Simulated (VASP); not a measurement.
Here is a VASP 6.6.1 calculation.

The input INCAR:

```
SYSTEM = Pt
PREC = Accurate ; ENCUT = 600
EDIFF = 1E-6 ; ISMEAR = -1
SIGMA = 0.05 ; LREAL = .False.
LASPH = .True. ; NELM = 100
ALGO = Normal ; ISIF = 3
LWAVE = .False. ; LCHARG = .False.
GGA = B5 ; ALDAX = 1.0
AGGAX = 1.0 ; AGGAC = 1.0
ALDAC = 0.0 ; IBRION = 2
NSW = 60 ; EDIFFG = -0.01
```

Contents of KPOINTS:

```
Automatic mesh
0
Gamma
  12 12 12
  0 0 0
```

File POSCAR:

```
Pt
1.0
   -1.5842200000      1.5842200000      1.5842200000
    1.5842200000     -1.5842200000      1.5842200000
    1.5842200000      1.5842200000     -1.5842200000
Pt
1
Direct
    0.0000000000      0.0000000000      0.0000000000
```

Potentials or basis: VASP PAW PBE potentials, release 64 (Pt).

The run is started by

```console
$ cat potpaw_PBE.64/Pt/POTCAR > POTCAR
$ mpirun -np 1 vasp_std > vasp.out
```

**Question.** What does it give for the relaxed volume?

**Answer.** 16.90 Å³/atom.

**Question.** Predict the space group after relaxing (to 0.05 Å).

**Answer.** Im-3m (No. 229).

The path:
```tsv
step	energy change (eV)	largest force (eV/Å)	pressure (GPa)	volume (Å³)
1	0.0000	0.0000	13.72	15.90
2	0.1082	0.0000	-17.35	19.25
3	-0.0395	0.0000	-0.53	16.94
4	-0.0396	0.0000	-0.07	16.90
```

Caveat: the PAW data sets were made with another functional, which shifts forces and pressure a little.
